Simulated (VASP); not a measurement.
# C (I4/mmm) in VASP: further runs

Runs on C. Level: LDA. Tasks: single point.

All numbers are computed with VASP 6.6.1; they aren't measurements. Logs are shortened: lines on timing, memory, paths and dates and some standing lists are left out, and cuts for length are marked.

### 1 The cell of the first run

It takes space group I4/mmm (No. 139, tetragonal). The conventional cell has a = 4.893 Å, b = 4.893 Å, c = 4.821 Å, α = 90.00°, β = 90.00°, γ = 90.00°. C (site symmetry m) has 4 C at 1.47 to 1.59 Å within 2.0 Å.

### 2 Single point, LDA (strain +0.015 along x and y, +0.000 along z)

File INCAR:

```
PREC = Accurate
ENCUT = 520
EDIFF = 1E-6
ISMEAR = 0
SIGMA = 0.05
LREAL = False
LASPH = True
NELM = 100
ALGO = Normal
ISIF = 2
LWAVE = False
LCHARG = True
LELF = True
LVHAR = True
NBANDS = 26
```

File KPOINTS:

```
Automatic mesh
0
Gamma
  8 8 8
```

File POSCAR:

```
C
1.0
   -2.4465542730      2.4465542730      2.4103982985
    2.4465542730     -2.4465542730      2.4103982985
    2.4465542730      2.4465542730     -2.4103982985
C
8
Direct
    0.3254710859      0.0000000000      0.0000000000
    0.6745289141      0.6745289141      0.6745289141
    0.0000000000      0.3254710859      0.0000000000
    0.0000000000      0.0000000000      0.3254710859
    0.0000000000      0.6745289141      0.0000000000
    0.3254710859      0.3254710859      0.3254710859
    0.6745289141      0.0000000000      0.0000000000
    0.0000000000      0.0000000000      0.6745289141
```

Potentials or basis: VASP PAW LDA potentials, release 64 (C).

Launch:

```
cat potpaw_LDA.64/C/POTCAR > POTCAR
mpirun -np 1 vasp_std > vasp.out
```

OUTCAR:

```text
PREC = Accurate
   ENCUT = 520
   EDIFF = 1E-6
   ISMEAR = 0
   LREAL = False
   LASPH = True
   NELM = 100
   ISIF = 2

 ion  position               nearest neighbor table
   1  0.325  0.000  0.000-   7 1.47   5 1.57   6 1.59   8 1.59
   2  0.675  0.675  0.675-   6 1.47   8 1.57   7 1.59   5 1.59
   3  0.000  0.325  0.000-   5 1.47   7 1.57   6 1.59   8 1.59
   4  0.000  0.000  0.325-   8 1.47   6 1.57   7 1.59   5 1.59
   5  0.000  0.675  0.000-   3 1.47   1 1.57   2 1.59   4 1.59
   6  0.325  0.325  0.325-   2 1.47   4 1.57   3 1.59   1 1.59
   7  0.675  0.000  0.000-   1 1.47   3 1.57   2 1.59   4 1.59
   8  0.000  0.000  0.675-   4 1.47   2 1.57   3 1.59   1 1.59

  LATTYP: Found a body centered tetragonal cell.
 ALAT       =     4.8931085460
 C/A-ratio  =     0.9852216749

  Lattice vectors:

 A1 = (  -2.4465542730,   2.4465542730,   2.4103982985)
 A2 = (   2.4465542730,  -2.4465542730,   2.4103982985)
 A3 = (   2.4465542730,   2.4465542730,  -2.4103982985)

Analysis of symmetry for initial positions (statically):
=====================================================================
 Subroutine PRICEL returns:
 Original cell was already a primitive cell.

 Routine SETGRP: Setting up the symmetry group for a
 body centered tetragonal supercell.

 Subroutine GETGRP returns: Found 16 space group operations
 (whereof 16 operations were pure point group operations)
 out of a pool of 16 trial point group operations.

The static configuration has the point symmetry D_4h.

Analysis of symmetry for dynamics (positions and initial velocities):
=====================================================================
 Subroutine PRICEL returns:
 Original cell was already a primitive cell.

 Routine SETGRP: Setting up the symmetry group for a
 body centered tetragonal supercell.

 Subroutine GETGRP returns: Found 16 space group operations
 (whereof 16 operations were pure point group operations)
 out of a pool of 16 trial point group operations.

The dynamic configuration has the point symmetry D_4h.

 Subroutine INISYM returns: Found 16 space group operations
 (whereof 16 operations are pure point group operations),
 and found     1 'primitive' translations

----------------------------------------------------------------------------------------

                                     Primitive cell

[... 100 lines left out ...]
   ENCUT  =  520.0 eV  38.22 Ry    6.18 a.u.   7.84  7.84  7.84*2*pi/ulx,y,z
   NELM   =    100;   NELMIN=  2; NELMDL= -5     # of ELM steps
   EDIFF  = 0.1E-05   stopping-criterion for ELM
   LREAL  =      F    real-space projection
   EDIFFG = 0.1E-04   stopping-criterion for IOM
   NSW    =      0    number of steps for IOM
   IBRION =     -1    ionic relax: 0-MD 1-quasi-New 2-CG
   NFREE  =      0    steps in history (QN), initial steepest desc. (CG)
   ISIF   =      2    stress and relaxation
   ISYM   =      2    0-nonsym 1-usesym 2-fastsym
   POTIM  = 0.5000    time-step for ionic-motion
   TEBEG  =    0.0;   TEEND  =   0.0 temperature during run
   PSTRESS=    0.0 pullay stress
   NELECT =      32.0000    total number of electrons
   NUPDOWN=      -1.0000    fix difference up-down
   EMIN   =  10.00;   EMAX   =-10.00  energy-range for DOS
   EFERMI =   0.00;   METHOD = LEGACY
   ISMEAR =     0;   SIGMA  =   0.05  broadening in eV -4-tet -1-fermi 0-gaus
   EFERMI_NEDOS =   21; number of points for ismear=-14 and -15
   IALGO  =     38    algorithm
   IMIX   =      4    mixing-type and parameters
     AMIX     =   0.40;   BMIX     =  1.00
     AMIX_MAG =   1.60;   BMIX_MAG =  1.00
  volume/ion in A,a.u.               =       7.21        48.68
  Fermi-wavevector in a.u.,A,eV,Ry     =   1.344947  2.541582 24.611357  1.808884
  Thomas-Fermi vector in A             =   2.472900
   LORBIT       =      0    0 simple, 1 ext, 2 COOP (PROOUT), +10 PAW based schemes
   GGA     = CA    functional components
   LHFCALC =     F    Hartree Fock is set to
   AEXX    =    0.0000 exact exchange contribution
   IVDW    =     0    specifies the selected vdW correction
   LEPSILON=     F    determine dielectric tensor
   LRPA    =     F    only Hartree local field effects (RPA)
 non-spin polarized calculation
 Gauss-broadening in eV      SIGMA  =   0.05
  energy-cutoff  :      520.00
  volume of cell :       57.71
 maximum number of plane-waves:      1567
   NGX = 15   NGY = 15   NGZ = 15

 number of electron      32.0000000 magnetization

 Free energy of the ion-electron system (eV)
  ---------------------------------------------------
  ext. energy  EPLUGINS =         0.00000000
  ---------------------------------------------------
  free energy    TOTEN  =       -75.22448673 eV

  energy without entropy =      -75.22448673  energy(sigma->0) =      -75.22448673

 E-fermi :   6.8643     XC(G=0): -11.8788

 val. band max:        6.6449926264   @ k =   0.5000   0.5000   0.5000
 cond. band min:       9.4684921467   @ k =   0.1250   0.1250   0.1250
 fundamental gap:      2.8234995203
 Fermi energy:         6.8643103436

 k-point     1 :       0.0000    0.0000    0.0000
  band No.  band energies     occupation
      1     -14.1240      2.00000
      2      -6.1614      2.00000
      3      -6.1614      2.00000
      4      -5.8735      2.00000
      5      -5.2479      2.00000
      6      -5.0351      2.00000
[... 685 lines left out ...]
     25      18.1625      0.00000
     26      18.2624      0.00000

 [... further k-points ...]
[... 5 lines left out ...]
  --------------------------------------------------------------------------------------
  -------------------------------------------------------------------------------------
  Total       -4.0958819     -4.0958819     -1.0816207      0.0000000      0.0000000      0.0000000
  in kB     -113.7102184   -113.7102184    -30.0280454      0.0000000      0.0000000      0.0000000
  external PRESSURE =     -85.8161607 kB  Pullay stress =       0.0000000 kB

 VOLUME and BASIS-vectors are now :
 -----------------------------------------------------------------------------
  energy-cutoff  :      520.00
  volume of cell :       57.71
      direct lattice vectors                 reciprocal lattice vectors
    -2.446554273  2.446554273  2.410398299     0.000000000  0.204369061  0.207434597
     2.446554273 -2.446554273  2.410398299     0.204369061  0.000000000  0.207434597
     2.446554273  2.446554273 -2.410398299     0.204369061  0.204369061  0.000000000

 POSITION                                       TOTAL-FORCE (eV/Angst)
 -----------------------------------------------------------------------------------
     -0.79628      0.79628      0.78451         0.167600     -0.167600      0.179212
      1.65027      1.65027      1.62588         0.167600      0.167600     -0.179212
      0.79628     -0.79628      0.78451        -0.167600      0.167600      0.179212
      0.79628      0.79628     -0.78451        -0.167600     -0.167600     -0.179212
      1.65027     -1.65027      1.62588         0.167600     -0.167600     -0.179212
      0.79628      0.79628      0.78451        -0.167600     -0.167600      0.179212
     -1.65027      1.65027      1.62588        -0.167600      0.167600     -0.179212
      1.65027      1.65027     -1.62588         0.167600      0.167600      0.179212
 -----------------------------------------------------------------------------------
    total drift:                                0.000000      0.000000     -0.000000

  FREE ENERGIE OF THE ION-ELECTRON SYSTEM (eV)
  ---------------------------------------------------
  free  energy   TOTEN  =       -75.2244867335 eV

  energy  without entropy=      -75.2244867335  energy(sigma->0) =      -75.22448673
```

OSZICAR:

```text
N       E                     dE             d eps       ncg     rms          rms(c)
DAV:   1     0.782625457298E+02    0.78263E+02   -0.16367E+04  3068   0.117E+03
DAV:   2    -0.724438420584E+02   -0.15071E+03   -0.13865E+03  4056   0.235E+02
DAV:   3    -0.790780952963E+02   -0.66343E+01   -0.65593E+01  4152   0.446E+01
DAV:   4    -0.791686356852E+02   -0.90540E-01   -0.90405E-01  3952   0.584E+00
DAV:   5    -0.791710580707E+02   -0.24224E-02   -0.24210E-02  4170   0.890E-01    0.112E+01
DAV:   6    -0.761458866248E+02    0.30252E+01   -0.26119E+00  3816   0.811E+00    0.632E+00
DAV:   7    -0.752294034044E+02    0.91648E+00   -0.22172E+00  3912   0.762E+00    0.175E+00
DAV:   8    -0.752245213343E+02    0.48821E-02   -0.12374E-01  3728   0.205E+00    0.449E-01
DAV:   9    -0.752247355308E+02   -0.21420E-03   -0.10205E-02  3910   0.557E-01    0.130E-01
DAV:  10    -0.752244950974E+02    0.24043E-03   -0.16390E-03  3928   0.216E-01    0.316E-02
DAV:  11    -0.752244970041E+02   -0.19067E-05   -0.36036E-05  3818   0.382E-02    0.237E-02
DAV:  12    -0.752244866386E+02    0.10366E-04   -0.29204E-05  3826   0.282E-02    0.313E-03
DAV:  13    -0.752244867335E+02   -0.94912E-07   -0.80529E-07  2890   0.513E-03
   1 F= -.75224487E+02 E0= -.75224487E+02  d E =-.242803E-12
```

stdout:

```text
POSCAR found type information on POSCAR C
 POSCAR found :  1 types and       8 ions
 scaLAPACK will be used
 LDA part: xc-table for (Slater(with rela. corr.)+CA(PZ))
 , standard interpolation
 POSCAR, INCAR and KPOINTS ok, starting setup
 FFT: planning ... GRIDC
 FFT: planning ... GRID_SOFT
 FFT: planning ... GRID
 WAVECAR not read
 entering main loop
```

It took 57 s on 1 thread of Intel Xeon 6975P-C, shared host; peak memory 0.18 GiB.

Results:

```
Free energy            : -75.2245 eV
Pressure               : -8.6 GPa
Largest force          : 0.297 eV/Å
Band gap on the k mesh : 2.82 eV, indirect (least direct gap 3.67 eV)
```

Forces in eV/Å, atoms in the order of the input:
```
C    0.168 -0.168  0.179
C    0.168  0.168 -0.179
C   -0.168  0.168  0.179
C   -0.168 -0.168 -0.179
C    0.168 -0.168 -0.179
C   -0.168 -0.168  0.179
C   -0.168  0.168 -0.179
C    0.168  0.168  0.179
```

Caveat: the cell differs from its parent crystal (strain +0.015 along x and y, +0.000 along z).

### 3 Single point, LDA (strain +0.030 along x and y, +0.000 along z)

File INCAR:

```
SYSTEM = C
ALGO     = Normal         ! electronic algorithm
EDIFF    = 1E-7           ! SCF threshold, eV
ENCUT    = 520            ! plane-wave cutoff, eV
ISIF     = 2              ! what is computed and relaxed
ISMEAR   = 0              ! smearing method
LASPH    = .TRUE.         ! aspherical terms in the spheres
LCHARG   = .FALSE.        ! write CHGCAR
LREAL    = .FALSE.        ! projectors in reciprocal space
LWAVE    = .FALSE.        ! write WAVECAR
NBANDS   = 26             ! bands
NELM     = 80             ! most SCF steps
PREC     = Accurate       ! precision mode
SIGMA    = 0.05           ! smearing width, eV
```

File KPOINTS:

```
k-points
0
G
  8 8 8
  0 0 0
```

POSCAR: that of step 2 with these lines changed.

```diff
@@ -2,5 +2,5 @@
 1.0
-   -2.4465542730      2.4465542730      2.4103982985
-    2.4465542730     -2.4465542730      2.4103982985
-    2.4465542730      2.4465542730     -2.4103982985
+   -2.4827102475      2.4827102475      2.4103982985
+    2.4827102475     -2.4827102475      2.4103982985
+    2.4827102475      2.4827102475     -2.4103982985
 C
```

Potentials or basis: VASP PAW LDA potentials, release 64 (C).

Launch:

```
cat potpaw_LDA.64/C/POTCAR > POTCAR
mpirun -np 1 vasp_std > vasp.out
```

OUTCAR:

```text
SYSTEM = C
   EDIFF = 1E-7
   ENCUT = 520
   ISIF = 2
   ISMEAR = 0
   LASPH = .TRUE.
   LREAL = .FALSE.
   NELM = 80
   PREC = Accurate

 ion  position               nearest neighbor table
   1  0.325  0.000  0.000-   7 1.49   5 1.57   6 1.62   8 1.62
   2  0.675  0.675  0.675-   6 1.49   8 1.57   7 1.62   5 1.62
   3  0.000  0.325  0.000-   5 1.49   7 1.57   6 1.62   8 1.62
   4  0.000  0.000  0.325-   8 1.49   6 1.57   7 1.62   5 1.62
   5  0.000  0.675  0.000-   3 1.49   1 1.57   2 1.62   4 1.62
   6  0.325  0.325  0.325-   2 1.49   4 1.57   3 1.62   1 1.62
   7  0.675  0.000  0.000-   1 1.49   3 1.57   2 1.62   4 1.62
   8  0.000  0.000  0.675-   4 1.49   2 1.57   3 1.62   1 1.62

  LATTYP: Found a body centered tetragonal cell.
 ALAT       =     4.9654204950
 C/A-ratio  =     0.9708737864

  Lattice vectors:

 A1 = (  -2.4827102475,   2.4827102475,   2.4103982985)
 A2 = (   2.4827102475,  -2.4827102475,   2.4103982985)
 A3 = (   2.4827102475,   2.4827102475,  -2.4103982985)

Analysis of symmetry for initial positions (statically):
=====================================================================
 Subroutine PRICEL returns:
 Original cell was already a primitive cell.

 Routine SETGRP: Setting up the symmetry group for a
 body centered tetragonal supercell.

 Subroutine GETGRP returns: Found 16 space group operations
 (whereof 16 operations were pure point group operations)
 out of a pool of 16 trial point group operations.

The static configuration has the point symmetry D_4h.

Analysis of symmetry for dynamics (positions and initial velocities):
=====================================================================
 Subroutine PRICEL returns:
 Original cell was already a primitive cell.

 Routine SETGRP: Setting up the symmetry group for a
 body centered tetragonal supercell.

 Subroutine GETGRP returns: Found 16 space group operations
[... 132 lines left out ...]
   IALGO  =     38    algorithm
   IMIX   =      4    mixing-type and parameters
     AMIX     =   0.40;   BMIX     =  1.00
     AMIX_MAG =   1.60;   BMIX_MAG =  1.00
  volume/ion in A,a.u.               =       7.43        50.13
  Fermi-wavevector in a.u.,A,eV,Ry     =   1.331858  2.516846 24.134630  1.773845
  Thomas-Fermi vector in A             =   2.460837
   LORBIT       =      0    0 simple, 1 ext, 2 COOP (PROOUT), +10 PAW based schemes
   GGA     = CA    functional components
   LHFCALC =     F    Hartree Fock is set to
   AEXX    =    0.0000 exact exchange contribution
   IVDW    =     0    specifies the selected vdW correction
   LEPSILON=     F    determine dielectric tensor
   LRPA    =     F    only Hartree local field effects (RPA)
 non-spin polarized calculation
 Gauss-broadening in eV      SIGMA  =   0.05
  energy-cutoff  :      520.00
  volume of cell :       59.43
 maximum number of plane-waves:      1629
   NGX = 15   NGY = 15   NGZ = 15

 number of electron      31.9999995 magnetization

 Free energy of the ion-electron system (eV)
  ---------------------------------------------------
  ext. energy  EPLUGINS =         0.00000000
  ---------------------------------------------------
  free energy    TOTEN  =       -75.04537316 eV

  energy without entropy =      -75.04537316  energy(sigma->0) =      -75.04537316

 E-fermi :   6.7316     XC(G=0): -11.7479

 val. band max:        6.4221148316   @ k =   0.5000   0.5000   0.5000
 cond. band min:       9.0219999642   @ k =   0.1250   0.1250   0.1250
 fundamental gap:      2.5998851326
 Fermi energy:         6.7315568523

 k-point     1 :       0.0000    0.0000    0.0000
  band No.  band energies     occupation
      1     -14.1105      2.00000
      2      -6.3930      2.00000
      3      -6.3930      2.00000
      4      -5.8277      2.00000
      5      -5.6112      2.00000
      6      -5.1931      2.00000
[... 685 lines left out ...]
     25      17.4723      0.00000
     26      17.6280      0.00000

 [... further k-points ...]
[... 5 lines left out ...]
  --------------------------------------------------------------------------------------
  -------------------------------------------------------------------------------------
  Total       -8.2188051     -8.2188051     -2.4295248      0.0000000      0.0000000      0.0000000
  in kB     -221.5737907   -221.5737907    -65.4984532      0.0000000      0.0000000      0.0000000
  external PRESSURE =    -169.5486782 kB  Pullay stress =       0.0000000 kB

 VOLUME and BASIS-vectors are now :
 -----------------------------------------------------------------------------
  energy-cutoff  :      520.00
  volume of cell :       59.43
      direct lattice vectors                 reciprocal lattice vectors
    -2.482710248  2.482710248  2.410398299     0.000000000  0.201392813  0.207434597
     2.482710248 -2.482710248  2.410398299     0.201392813  0.000000000  0.207434597
     2.482710248  2.482710248 -2.410398299     0.201392813  0.201392813  0.000000000

 POSITION                                       TOTAL-FORCE (eV/Angst)
 -----------------------------------------------------------------------------------
     -0.80805      0.80805      0.78451         0.324136     -0.324136      0.309874
      1.67466      1.67466      1.62588         0.324136      0.324136     -0.309874
      0.80805     -0.80805      0.78451        -0.324136      0.324136      0.309874
      0.80805      0.80805     -0.78451        -0.324136     -0.324136     -0.309874
      1.67466     -1.67466      1.62588         0.324136     -0.324136     -0.309874
      0.80805      0.80805      0.78451        -0.324136     -0.324136      0.309874
     -1.67466      1.67466      1.62588        -0.324136      0.324136     -0.309874
      1.67466      1.67466     -1.62588         0.324136      0.324136      0.309874
 -----------------------------------------------------------------------------------
    total drift:                                0.000000      0.000000     -0.000000

  FREE ENERGIE OF THE ION-ELECTRON SYSTEM (eV)
  ---------------------------------------------------
  free  energy   TOTEN  =       -75.0453731621 eV

  energy  without entropy=      -75.0453731621  energy(sigma->0) =      -75.04537316
```

stdout:

```text
POSCAR found type information on POSCAR C
 POSCAR found :  1 types and       8 ions
 scaLAPACK will be used
 LDA part: xc-table for (Slater(with rela. corr.)+CA(PZ))
 , standard interpolation
 POSCAR, INCAR and KPOINTS ok, starting setup
 FFT: planning ... GRIDC
 FFT: planning ... GRID_SOFT
 FFT: planning ... GRID
 WAVECAR not read
 entering main loop
```

Wall time 65 s (1 thread of Intel Xeon 6975P-C, shared host); peak memory 0.18 GiB.

Results:

| Property | Result |
| --- | --- |
| Free energy | -75.0454 eV |
| Pressure | -17.0 GPa |
| Largest force | 0.553 eV/Å |
| Band gap on the k mesh | 2.60 eV, indirect (least direct gap 3.52 eV) |

Forces on the atoms (eV/Å):
```
C    0.324 -0.324  0.310
C    0.324  0.324 -0.310
C   -0.324  0.324  0.310
C   -0.324 -0.324 -0.310
C    0.324 -0.324 -0.310
C   -0.324 -0.324  0.310
C   -0.324  0.324 -0.310
C    0.324  0.324  0.310
```

Stress tensor (GPa, compression positive):
```
-22.16   0.00   0.00
  0.00 -22.16   0.00
  0.00   0.00  -6.55
```

Caveat: the cell differs from its parent crystal (strain +0.030 along x and y, +0.000 along z). A k mesh can miss the band edges.
